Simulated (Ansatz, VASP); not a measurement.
# One calculation of AgCl, two programs

Contents of POSCAR:

```
AgCl
1.0
    4.5703622045      0.0000000000      0.0000000000
   -2.2851811022      3.9580497736      0.0000000000
    0.0000000000      0.0000000000      5.7865891118
Ag Cl
2 2
Direct
    0.3333333333      0.6666666667     -0.0622203809
    0.6666666667      0.3333333333      0.4377796191
    0.3333333333      0.6666666667      0.4372203809
    0.6666666667      0.3333333333      0.9372203809
```

INCAR.step1

```
SYSTEM = AgCl
PREC = Accurate ; ENCUT = 520
ISMEAR = 0 ; SIGMA = 0.01
LREAL = .False. ; LASPH = .True.
NELM = 100 ; NBANDS = 26
GGA = PE ; ALGO = Normal
EDIFF = 1E-4 ; LWAVE = .True.
LCHARG = .False.
```

Contents of INCAR.step2:

```
SYSTEM = AgCl
PREC = Accurate ; ENCUT = 520
EDIFF = 1E-6 ; ISMEAR = 0
SIGMA = 0.01 ; LREAL = .False.
LASPH = .True. ; NELM = 100
ALGO = Normal ; ISIF = 2
LWAVE = .False. ; LCHARG = .True.
METAGGA = R2SCAN ; LMIXTAU = .True.
LELF = .True. ; LVHAR = .True.
NBANDS = 26 ; ISTART = 1
```

The input KPOINTS:

```
regular mesh
0
Gamma
  6 6 4
  0 0 0
```

Input for Ansatz:

```yaml
crystal:
  lattice:
    - [4.5703622045, 0.0, 0.0]
    - [-2.2851811022, 3.9580497736, 0.0]
    - [0.0, 0.0, 5.7865891118]
  atoms:
    - { symbol: Ag, position: [0.3333333333, 0.6666666667, -0.0622203809] }
    - { symbol: Ag, position: [0.6666666667, 0.3333333333, 0.4377796191] }
    - { symbol: Cl, position: [0.3333333333, 0.6666666667, 0.4372203809] }
    - { symbol: Cl, position: [0.6666666667, 0.3333333333, 0.9372203809] }
kpoints:
  mp_grid: { grid: [6, 6, 4] }
  band_path:
    path:
      - [0.0, 0.0, 0.0]
      - [0.5, 0.0, 0.0]
      - [0.3333333333, 0.3333333333, 0.0]
      - [0.0, 0.0, 0.5]
      - [0.5, 0.0, 0.5]
      - [0.3333333333, 0.3333333333, 0.5]
    npoints: 1
hamiltonian:
  xc: r2scan
scf:
  occupations: { method: fixed }
  n_extra_bands: 5
output:
  forces: true
  stress: true
  eigenvalues: true
```

Change from the starting cell: hydrostatic strain +1.1%.

Alike in both runs: task single point; functional r2SCAN; k mesh 6 × 6 × 4; no spin polarisation.

```csv
,VASP,Ansatz
version,VASP 6.6.1,Ansatz 0.2.0
potentials or method,"VASP PAW PBE potentials, release 64 (Ag, Cl)","plane waves, PAW"
plane-wave cutoff (eV),520,500
occupations,"gaussian, width 0.01 eV",fixed
valence electrons in the cell,36,52
```

|  | VASP | Ansatz | Ansatz less VASP |
| --- | --- | --- | --- |
| gap on the k mesh at the Fermi level (eV) | 1.79 | 1.84 | +0.047 |
| pressure (GPa) | -1.3 | -1.2 | +0.08 |
| traceless stress, the component that is largest in VASP (GPa) | 0.09 | 0.05 | -0.036 |

VASP's potentials were made for PBE, not for r2SCAN. VASP's potentials hold 36 valence electrons a cell and Ansatz's 52, so a difference there can come from the potentials and not from the codes.
